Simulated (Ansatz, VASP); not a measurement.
# Two plane-wave programs on Ti3Al

```
Ti Al
1.0
     2.68172    0.00000    0.00000
    -1.34086    2.32243    0.00000
     0.00000    0.00000   10.13662
Ti Al
3 1
Direct
  0.66667 0.33333 0.00000
  0.33333 0.66667 0.75046
  0.33333 0.66667 0.24954
  0.66667 0.33333 0.50000
```

Alike in both runs: task single point; functional PBE; k mesh 18 × 18 × 6; occupations gaussian, width 0.15 eV; no spin polarisation.

|  | VASP | Ansatz |
| --- | --- | --- |
| version | VASP 6.6.1 | Ansatz 0.2.0 |
| potentials or method | VASP PAW PBE potentials, release 64 (Ti_sv, Al), cutoff 520 eV | scalar-relativistic, plane waves, PAW |
| valence electrons in the cell | 39 | 39 |

```csv
,VASP,Ansatz,Ansatz less VASP
gap on the k mesh at the Fermi level (eV),none,none,-
pressure (GPa),9.6,10.0,+0.37
"traceless stress, the component that is largest in VASP (GPa)",-14.47,-14.56,-0.088
rms of the force components (eV/Å),0.269,0.273,+0.0047
```

Atom by atom the forces differ by 0.005 eV/Å (rms over components). A gap of «none» marks a metal or a gap that the smearing closes. The functional is the same, so the differences come from potentials, cutoffs and numerics.
